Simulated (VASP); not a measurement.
Wanted: the native input for a VASP 6.6.1 run.

| Quantity | Value |
| --- | --- |
| Task | electric field gradients |
| Functional | PBE |
| Potentials or basis | VASP PAW PBE potentials, release 64 (Sr_sv, O) |
| Cutoff | 520 eV |
| k mesh | 8 × 8 × 8 |
| Occupations | fermi-dirac, width 0.02 eV |
| Spin | no spin polarisation |
| Dipole correction | no |
| Further INCAR settings | ALGO = Normal; EDIFF = 1e-08; NBANDS = 15 |

The structure of SrO lies in POSCAR:

```
SrO
1.0
    0.0000000000      2.5698000000      2.5184040000
    2.5698000000      0.0000000000      2.5184040000
    2.5698000000      2.5698000000      0.0000000000
Sr O
1 1
Direct
    0.0000000000      0.0000000000      0.0000000000
    0.5000000000      0.5000000000      0.5000000000
```

This cell differs from its parent crystal: zz strain of -2 %.

The input as run:

INCAR

```
PREC     = Accurate       # precision mode
ENCUT    = 520            # plane-wave cutoff, eV
EDIFF    = 1E-8           # SCF threshold, eV
ISMEAR   = -1             # smearing method
SIGMA    = 0.02           # smearing width, eV
LREAL    = F              # projectors in reciprocal space
LASPH    = T              # aspherical terms in the spheres
NELM     = 100            # most SCF steps
ALGO     = Normal         # electronic algorithm
ISIF     = 2              # what is computed and relaxed
LWAVE    = F              # write WAVECAR
LCHARG   = F              # write CHGCAR
GGA      = PE             # functional
LEFG     = T            
NBANDS   = 15             # bands
```

KPOINTS

```
Automatic mesh
0
Gamma
  8 8 8
```

Potentials or basis: VASP PAW PBE potentials, release 64 (Sr_sv, O).

Run with:

```bash
$ cat potpaw_PBE.64/Sr_sv/POTCAR potpaw_PBE.64/O/POTCAR > POTCAR
$ mpirun -np 1 vasp_std > vasp.out
```

It gave:

* Pressure: 5.7 GPa
* Band gap on the k mesh: 3.15 eV, indirect (least direct gap 3.29 eV)

Caveat: the cell differs from its parent crystal (zz strain of -2 %); without QUAD_EFG the Cq values of the log hold for a quadrupole moment of 1 mb, not for the nuclei.

Wall time 20 s on 1 thread of AMD EPYC 9R45 96-Core Processor (Zen 5), with other jobs on the host, peak memory 0.15 GiB.
